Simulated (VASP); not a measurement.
# TiAl (P4/mmm) in VASP: notebook, part 2 of 2

VASP 6.6.1. The steps go on from the part before.

### 4 Single point, LDA (14.33 Å³/atom)

Input file INCAR:

```
SYSTEM = TiAl
PREC = Accurate
ENCUT = 520
EDIFF = 1E-7
ISMEAR = 0
SIGMA = 0.15
LREAL = .FALSE.
LASPH = .TRUE.
NELM = 80
ALGO = Fast
ISIF = 2
LWAVE = .FALSE.
LCHARG = .FALSE.
GGA = CA
NBANDS = 14
```

Input file KPOINTS:

```
regular mesh
0
G
  16 16 16
  0 0 0
```

Input file POSCAR:

```
TiAl
1.0
    2.8947562689      0.0000000000      0.0000000000
    0.0000000000      2.8947562689      0.0000000000
    0.0000000000      0.0000000000      3.4204440074
Ti Al
1 1
Direct
    0.0000000000      0.0000000000      0.0000000000
    0.5000000000      0.5000000000      0.5000000000
```

Potentials or basis: VASP PAW LDA potentials, release 64 (Ti_sv, Al).

On the command line:

```
$ cat potpaw_LDA.64/Ti_sv/POTCAR potpaw_LDA.64/Al/POTCAR > POTCAR
$ mpirun -np 1 vasp_std > vasp.out
```

OUTCAR:

```text
SYSTEM = TiAl
   PREC = Accurate
   ENCUT = 520
   EDIFF = 1E-7
   ISMEAR = 0
   LREAL = .FALSE.
   LASPH = .TRUE.
   NELM = 80
   ISIF = 2
   GGA = CA

 ion  position               nearest neighbor table
   1  0.000  0.000  0.000-   2 2.67   2 2.67   2 2.67   2 2.67   2 2.67   2 2.67   2 2.67   2 2.67

   2  0.500  0.500  0.500-   1 2.67   1 2.67   1 2.67   1 2.67   1 2.67   1 2.67   1 2.67   1 2.67

  LATTYP: Found a simple tetragonal cell.
 ALAT       =     2.8947562689
 C/A-ratio  =     1.1816000000

  Lattice vectors:

 A1 = (   2.8947562689,   0.0000000000,   0.0000000000)
[... 590 lines left out ...]
     12      16.6261      0.00000
     13      18.1393      0.00000
     14      19.5005      0.00000

 [... further k-points ...]
[... 5 lines left out ...]
  --------------------------------------------------------------------------------------
  -------------------------------------------------------------------------------------
  Total        1.0129898      1.0129898      2.9057288      0.0000000     -0.0000000      0.0000000
  in kB       56.6251249     56.6251249    162.4273518      0.0000000     -0.0000000      0.0000000
  external PRESSURE =      91.8925339 kB  Pullay stress =       0.0000000 kB

 VOLUME and BASIS-vectors are now :
 -----------------------------------------------------------------------------
  energy-cutoff  :      520.00
  volume of cell :       28.66
      direct lattice vectors                 reciprocal lattice vectors
     2.894756269  0.000000000  0.000000000     0.345452227  0.000000000  0.000000000
     0.000000000  2.894756269  0.000000000     0.000000000  0.345452227  0.000000000
     0.000000000  0.000000000  3.420444007     0.000000000  0.000000000  0.292359705

 POSITION                                       TOTAL-FORCE (eV/Angst)
 -----------------------------------------------------------------------------------
      0.00000      0.00000      0.00000         0.000000      0.000000      0.000000
      1.44738      1.44738      1.71022         0.000000      0.000000      0.000000
 -----------------------------------------------------------------------------------
    total drift:                               -0.000000      0.000000      0.000000

  FREE ENERGIE OF THE ION-ELECTRON SYSTEM (eV)
  ---------------------------------------------------
  free  energy   TOTEN  =       -13.3908236636 eV

  energy  without entropy=      -13.3678096660  energy(sigma->0) =      -13.37931666
```

stdout:

```text
POSCAR found type information on POSCAR TiAl
 POSCAR found :  2 types and       2 ions
 scaLAPACK will be used
 LDA part: xc-table for (Slater(with rela. corr.)+CA(PZ))
 , standard interpolation
 POSCAR, INCAR and KPOINTS ok, starting setup
 FFT: planning ... GRIDC
[... 22 lines left out ...]
WARNING in EDDRMM: call to ZHEGV failed, returncode =   6  3      6
 num prob  num prob  num prob WARNING in EDDRMM: call to ZHEGV failed, returncode =   8  4      9
 num prob RMM:  25    -0.133908232573E+02   -0.22606E-06   -0.22747E-06 12067   0.666E-03    0.202E-03
WARNING in EDDRMM: call to ZHEGV failed, returncode =   6  3     14
WARNING in EDDRMM: call to ZHEGV failed, returncode =   6  3     13
WARNING in EDDRMM: call to ZHEGV failed, returncode =   8  4     14
WARNING in EDDRMM: call to ZHEGV failed, returncode =   6  3      6
 num prob  num prob  num prob  num prob RMM:  27    -0.133908235650E+02   -0.11785E-06   -0.11546E-06 10212   0.446E-03    0.424E-04
WARNING in EDDRMM: call to ZHEGV failed, returncode =   8  4     12
```

It took 3.9 min on 1 thread of Intel Xeon 6975P-C (Granite Rapids), shared host; peak memory 0.26 GiB.

Results:

- Free energy: -13.3908 eV
- Pressure: 9.2 GPa
- Band gap on the k mesh: zero (an odd number of electrons rules out a gap without spin polarisation)

Stress tensor (GPa, compression positive):
```
 5.66  0.00  0.00
 0.00  5.66  0.00
 0.00  0.00 16.24
```

Caveat: the cell stands under pressure.

### 5 Single point, LDA (14.33 Å³/atom)

Input file INCAR:

```
PREC     = Accurate       # precision mode
ENCUT    = 520            # plane-wave cutoff, eV
EDIFF    = 1E-6           # SCF threshold, eV
ISMEAR   = 0              # smearing method
SIGMA    = 0.15           # smearing width, eV
LREAL    = F              # projectors in reciprocal space
LASPH    = T              # aspherical terms in the spheres
NELM     = 60             # most SCF steps
ALGO     = Fast           # electronic algorithm
ISIF     = 2              # what is computed and relaxed
LWAVE    = F              # write WAVECAR
LCHARG   = T              # write CHGCAR
GGA      = CA             # functional
LELF     = T              # ELF
LVHAR    = T            
NBANDS   = 14             # bands
```

Input file KPOINTS:

```
Automatic mesh
0
Gamma
  16 16 16
```

Input file POSCAR:

```
TiAl
1.0
    3.1759697074      0.0000000000      0.0000000000
    0.0000000000      3.1759697074      0.0000000000
    0.0000000000      0.0000000000      2.8415400972
Ti Al
1 1
Direct
    0.0000000000      0.0000000000      0.0000000000
    0.5000000000      0.5000000000      0.5000000000
```

On the command line:

```
$ cat potpaw_LDA.64/Ti_sv/POTCAR potpaw_LDA.64/Al/POTCAR > POTCAR
$ mpirun -np 1 vasp_std > vasp.out
```

Run time: 2.2 min. Hardware: 1 thread of Intel Xeon 6975P-C (Granite Rapids), shared host; peak memory 0.27 GiB.

Results (log left out):

```yaml
Free_energy: -13.2759 eV
Pressure: 9.5 GPa
Band_gap_on_the_k_mesh: zero (an odd number of electrons rules out a gap without spin polarisation)
```

Stress tensor (GPa, compression positive):
```
9.76 0.00 0.00
0.00 9.76 0.00
0.00 0.00 8.85
```

Levels at points of the mesh, in eV from the Fermi level:
| k point | band 4 | band 5 | band 6 | band 7 | band 8 | band 9 | band 10 | band 11 |
| --- | --- | --- | --- | --- | --- | --- | --- | --- |
| (0.00, 0.00, 0.00) | -32.30 | -9.64 | -1.81 | -1.52 | 1.67 | 2.39 | 2.39 | 4.02 |
| (0.50, 0.00, 0.00) | -32.28 | -6.42 | -5.46 | -0.75 | -0.30 | 1.16 | 2.56 | 3.09 |
| (0.50, 0.50, 0.00) | -32.27 | -5.74 | -2.34 | -2.34 | -1.67 | 1.50 | 1.50 | 2.88 |
| (0.00, 0.00, 0.50) | -32.47 | -5.21 | -5.19 | -0.37 | -0.22 | -0.22 | 2.11 | 4.50 |
| (0.50, 0.00, 0.50) | -32.45 | -4.98 | -2.09 | -1.39 | -1.33 | 0.32 | 0.66 | 3.28 |
| (0.50, 0.50, 0.50) | -32.62 | -3.35 | -3.35 | -3.33 | 1.42 | 3.05 | 3.25 | 3.25 |

Caveat: the cell stands under pressure.

### 6 Single point, LDA (13.42 Å³/atom)

This run uses another cell than the first one, of 13.42 Å³/atom.

Input file INCAR:

```
ALGO = Fast ; EDIFF = 1E-6
ENCUT = 520 ; ISIF = 2
ISMEAR = 0 ; LASPH = True
LCHARG = True ; LELF = True
LREAL = False ; LVHAR = True
LWAVE = False ; NBANDS = 14
NELM = 80 ; PREC = Accurate
SIGMA = 0.15
```

Input file KPOINTS:

```
k-points
0
Gamma
  16 16 16
```

Input file POSCAR:

```
TiAl
1.0
    2.8317887646      0.0000000000      0.0000000000
    0.0000000000      2.8317887646      0.0000000000
    0.0000000000      0.0000000000      3.3460416043
Ti Al
1 1
Direct
    0.0000000000      0.0000000000      0.0000000000
    0.5000000000      0.5000000000      0.5000000000
```

Potentials or basis: VASP PAW LDA potentials, release 64 (Ti_sv, Al).

On the command line:

```
$ cat potpaw_LDA.64/Ti_sv/POTCAR potpaw_LDA.64/Al/POTCAR > POTCAR
$ mpirun -np 1 vasp_std > vasp.out
```

OUTCAR:

```text
EDIFF = 1E-6
   ENCUT = 520
   ISIF = 2
   ISMEAR = 0
   LASPH = True
   LREAL = False
   NELM = 80
   PREC = Accurate

 ion  position               nearest neighbor table
   1  0.000  0.000  0.000-   2 2.61   2 2.61   2 2.61   2 2.61   2 2.61   2 2.61   2 2.61   2 2.61

   2  0.500  0.500  0.500-   1 2.61   1 2.61   1 2.61   1 2.61   1 2.61   1 2.61   1 2.61   1 2.61

  LATTYP: Found a simple tetragonal cell.
 ALAT       =     2.8317887646
 C/A-ratio  =     1.1816000000

  Lattice vectors:

 A1 = (   2.8317887646,   0.0000000000,   0.0000000000)
 A2 = (   0.0000000000,   2.8317887646,   0.0000000000)
 A3 = (   0.0000000000,   0.0000000000,   3.3460416043)

Analysis of symmetry for initial positions (statically):
=====================================================================
 Subroutine PRICEL returns:
 Original cell was already a primitive cell.

 Routine SETGRP: Setting up the symmetry group for a
 simple tetragonal supercell.

 Subroutine GETGRP returns: Found 16 space group operations
 (whereof 16 operations were pure point group operations)
 out of a pool of 16 trial point group operations.

The static configuration has the point symmetry D_4h.

Analysis of symmetry for dynamics (positions and initial velocities):
=====================================================================
 Subroutine PRICEL returns:
 Original cell was already a primitive cell.

 Routine SETGRP: Setting up the symmetry group for a
 simple tetragonal supercell.

 Subroutine GETGRP returns: Found 16 space group operations
 (whereof 16 operations were pure point group operations)
 out of a pool of 16 trial point group operations.

The dynamic configuration has the point symmetry D_4h.

 Subroutine INISYM returns: Found 16 space group operations
 (whereof 16 operations are pure point group operations),
 and found     1 'primitive' translations

----------------------------------------------------------------------------------------

                                     Primitive cell

  volume of cell :      26.8320

  direct lattice vectors                    reciprocal lattice vectors
     2.831788765  0.000000000  0.000000000     0.353133684  0.000000000  0.000000000
     0.000000000  2.831788765  0.000000000     0.000000000  0.353133684  0.000000000
     0.000000000  0.000000000  3.346041604     0.000000000  0.000000000  0.298860600

  length of vectors
     2.831788765  2.831788765  3.346041604     0.353133684  0.353133684  0.298860600

  position of ions in fractional coordinates (direct lattice)
     0.000000000  0.000000000  0.000000000
     0.500000000  0.500000000  0.500000000

  ion indices of the primitive-cell ions
   primitive index   ion index
                 1           1
                 2           2

----------------------------------------------------------------------------------------

 KPOINTS: k-points

Automatic generation of k-mesh.
 Grid dimensions read from file:
 generate k-points for:   16   16   16

 Generating k-lattice:

  Cartesian coordinates                     Fractional coordinates (reciprocal lattice)
     0.022070855  0.000000000  0.000000000     0.062500000  0.000000000  0.000000000
     0.000000000  0.022070855  0.000000000     0.000000000  0.062500000  0.000000000
     0.000000000  0.000000000  0.018678787     0.000000000  0.000000000  0.062500000

  Length of vectors
     0.022070855  0.022070855  0.018678787

  Shift w.r.t. Gamma in fractional coordinates (k-lattice)
     0.000000000  0.000000000  0.000000000

 Subroutine IBZKPT returns following result:
 ===========================================

 Found    405 irreducible k-points:

 Following reciprocal coordinates:
            Coordinates               Weight
  0.000000  0.000000  0.000000      1.000000
  0.062500  0.000000  0.000000      4.000000
  0.125000  0.000000  0.000000      4.000000
  0.187500  0.000000  0.000000      4.000000
  0.250000  0.000000  0.000000      4.000000
  0.312500  0.000000  0.000000      4.000000
[... 16 lines left out ...]
  0.437500  0.125000  0.000000      8.000000
  0.500000  0.125000  0.000000      4.000000
 [... further k-points ...]
   k-points           NKPTS =    405   k-points in BZ     NKDIM =    405   number of bands    NBANDS=     14
   number of dos      NEDOS =    301   number of ions     NIONS =      2
   total plane-waves  NPLWV =  16128
   dimension x,y,z NGX =    24 NGY =   24 NGZ =   28
   dimension x,y,z NGXF=    48 NGYF=   48 NGZF=   56
   ions per type =               1   1
   NGX,Y,Z   is equivalent  to a cutoff of  14.09, 14.09, 13.91 a.u.
   NGXF,Y,Z  is equivalent  to a cutoff of  28.18, 28.18, 27.82 a.u.
 SYSTEM =  unknown system
   PREC   = accura    normal or accurate (medium, high low for compatibility)
   ISTART =      0    job   : 0-new  1-cont  2-samecut
   ICHARG =      2    charge: 1-file 2-atom 10-const
   ISPIN  =      1    spin polarized calculation?
   LNONCOLLINEAR =      F non collinear calculations
   LSORBIT =      F    spin-orbit coupling
   LASPH  =      T    aspherical Exc in radial PAW
   ENCUT  =  520.0 eV  38.22 Ry    6.18 a.u.   5.27  5.27  6.22*2*pi/ulx,y,z
   NELM   =     80;   NELMIN=  2; NELMDL= -5     # of ELM steps
   EDIFF  = 0.1E-05   stopping-criterion for ELM
   LREAL  =      F    real-space projection
   EDIFFG = 0.1E-04   stopping-criterion for IOM
   NSW    =      0    number of steps for IOM
   IBRION =     -1    ionic relax: 0-MD 1-quasi-New 2-CG
   NFREE  =      0    steps in history (QN), initial steepest desc. (CG)
   ISIF   =      2    stress and relaxation
   ISYM   =      2    0-nonsym 1-usesym 2-fastsym
   POTIM  = 0.5000    time-step for ionic-motion
   TEBEG  =    0.0;   TEEND  =   0.0 temperature during run
   PSTRESS=    0.0 pullay stress
   NELECT =      15.0000    total number of electrons
   NUPDOWN=      -1.0000    fix difference up-down
   EMIN   =  10.00;   EMAX   =-10.00  energy-range for DOS
   EFERMI =   0.00;   METHOD = LEGACY
   ISMEAR =     0;   SIGMA  =   0.15  broadening in eV -4-tet -1-fermi 0-gaus
   EFERMI_NEDOS =   21; number of points for ismear=-14 and -15
   IALGO  =     68    algorithm
   IMIX   =      4    mixing-type and parameters
     AMIX     =   0.40;   BMIX     =  1.00
     AMIX_MAG =   1.60;   BMIX_MAG =  1.00
  volume/ion in A,a.u.               =      13.42        90.54
  Fermi-wavevector in a.u.,A,eV,Ry     =   1.348614  2.548510 24.745717  1.818759
  Thomas-Fermi vector in A             =   2.476268
   LORBIT       =      0    0 simple, 1 ext, 2 COOP (PROOUT), +10 PAW based schemes
   GGA     = CA    functional components
   LHFCALC =     F    Hartree Fock is set to
   AEXX    =    0.0000 exact exchange contribution
   IVDW    =     0    specifies the selected vdW correction
   LEPSILON=     F    determine dielectric tensor
   LRPA    =     F    only Hartree local field effects (RPA)
 non-spin polarized calculation
 RMM-DIIS sequential band-by-band and
 Gauss-broadening in eV      SIGMA  =   0.15
  energy-cutoff  :      520.00
  volume of cell :       26.83
 maximum number of plane-waves:       748
 NGX is ok and might be reduce to    24
   NGX = 11   NGY = 11   NGZ = 13

 number of electron      14.9999997 magnetization

 Free energy of the ion-electron system (eV)
  ---------------------------------------------------
  ext. energy  EPLUGINS =         0.00000000
  ---------------------------------------------------
  free energy    TOTEN  =       -13.22076403 eV

  energy without entropy =      -13.19904136  energy(sigma->0) =      -13.20990270

 E-fermi :  10.3517     XC(G=0): -12.1192

 val. band max:       10.3465911556   @ k =   0.4375   0.4375   0.0000
 cond. band min:      10.3572622461   @ k =   0.2500   0.1250   0.0000
 fundamental gap:      0.0106710905
 Fermi energy:        10.3516956393

 k-point     1 :       0.0000    0.0000    0.0000
  band No.  band energies     occupation
      1     -45.2851      2.00000
      2     -22.0137      2.00000
      3     -21.7002      2.00000
      4     -21.7002      2.00000
      5       0.5423      2.00000
      6       8.3301      2.00000
      7       8.9142      2.00000
      8      12.5847      0.00000
      9      12.5847      0.00000
     10      12.9558      0.00000
     11      13.4530      0.00000
     12      17.7161      0.00000
     13      17.7161      0.00000
     14      20.2456      0.00000
[... 377 lines left out ...]
      1     -45.2119      2.00000
      2     -22.2168      2.00000
      3     -21.9452      2.00000
      4     -21.7265      2.00000
      5       5.1210      2.00000
      6       5.3378      2.00000
      7       9.4413      2.00000
      8      10.1189      1.97180
      9      10.9808      0.00000
     10      12.4137      0.00000
     11      15.0591      0.00000
     12      17.5923      0.00000
     13      19.3492      0.00000
     14      20.7837      0.00000

 [... further k-points ...]
[... 5 lines left out ...]
  --------------------------------------------------------------------------------------
  -------------------------------------------------------------------------------------
  Total        2.9135490      2.9135490      4.7912941      0.0000000      0.0000000      0.0000000
  in kB      173.9722007    173.9722007    286.0950650      0.0000000      0.0000000      0.0000000
  external PRESSURE =     211.3464888 kB  Pullay stress =       0.0000000 kB

 VOLUME and BASIS-vectors are now :
 -----------------------------------------------------------------------------
  energy-cutoff  :      520.00
  volume of cell :       26.83
      direct lattice vectors                 reciprocal lattice vectors
     2.831788765  0.000000000  0.000000000     0.353133684  0.000000000  0.000000000
     0.000000000  2.831788765  0.000000000     0.000000000  0.353133684  0.000000000
     0.000000000  0.000000000  3.346041604     0.000000000  0.000000000  0.298860600

 POSITION                                       TOTAL-FORCE (eV/Angst)
 -----------------------------------------------------------------------------------
      0.00000      0.00000      0.00000         0.000000      0.000000      0.000000
      1.41589      1.41589      1.67302         0.000000      0.000000      0.000000
 -----------------------------------------------------------------------------------
    total drift:                                0.000000      0.000000      0.000000

  FREE ENERGIE OF THE ION-ELECTRON SYSTEM (eV)
  ---------------------------------------------------
  free  energy   TOTEN  =       -13.2207640343 eV

  energy  without entropy=      -13.1990413587  energy(sigma->0) =      -13.20990270
```

stdout:

```text
POSCAR found type information on POSCAR TiAl
 POSCAR found :  2 types and       2 ions
 scaLAPACK will be used
 LDA part: xc-table for (Slater(with rela. corr.)+CA(PZ))
 , standard interpolation
 POSCAR, INCAR and KPOINTS ok, starting setup
 FFT: planning ... GRIDC
 FFT: planning ... GRID_SOFT
 FFT: planning ... GRID
 WAVECAR not read
 entering main loop
WARNING in EDDRMM: call to ZHEGV failed, returncode =   6  3      6
WARNING in EDDRMM: call to ZHEGV failed, returncode =   6  3     11
WARNING in EDDRMM: call to ZHEGV failed, returncode =   8  4      9
WARNING in EDDRMM: call to ZHEGV failed, returncode =   8  4     14
WARNING in EDDRMM: call to ZHEGV failed, returncode =   6  3      6
WARNING in EDDRMM: call to ZHEGV failed, returncode =   6  3      6
WARNING in EDDRMM: call to ZHEGV failed, returncode =   8  4     12
WARNING in EDDRMM: call to ZHEGV failed, returncode =   6  3      5
```

It took 3 min on 1 thread of Intel Xeon Platinum 8259CL at 2.50GHz (Skylake/Cascade Lake), shared host; peak memory 0.26 GiB.

Results:

| Property | Result |
| --- | --- |
| Free energy | -13.2208 eV |
| Pressure | 21.1 GPa |
| Band gap on the k mesh | zero (an odd number of electrons rules out a gap without spin polarisation) |

Caveat: the cell stands under pressure.

### 7 Overview

| cell | further INCAR settings | gap on the mesh (eV) | pressure (GPa) |
| --- | --- | --- | --- |
| a = 2.789, b = 2.789, c = 3.684 Å, 2 atoms | ALGO = Fast; EDIFF = 1e-07; NBANDS = 14 | none | 9.3 |
| a = 3.235, b = 3.235, c = 2.738 Å, 2 atoms | ALGO = Fast; EDIFF = 1e-06; NBANDS = 14 | none | 10.0 |
| a = 2.895, b = 2.895, c = 3.420 Å, 2 atoms | ALGO = Fast; EDIFF = 1e-07; NBANDS = 14 | none | 9.2 |
| a = 3.176, b = 3.176, c = 2.842 Å, 2 atoms | ALGO = Fast; EDIFF = 1e-06; NBANDS = 14 | none | 9.5 |
| a = 2.832, b = 2.832, c = 3.346 Å, 2 atoms | ALGO = Fast; EDIFF = 1e-06; NBANDS = 14 | none | 21.1 |

Alike in all rows: task single point; level LDA; potentials or basis VASP PAW LDA potentials, release 64 (Ti_sv, Al); no spin polarisation; k mesh 16 × 16 × 16; cutoff (eV) 520; smearing gaussian 0.15 eV.

Caveats: the cell stands under pressure.

Total energies depend on the potentials used, so only differences within one code and one set of settings carry meaning.
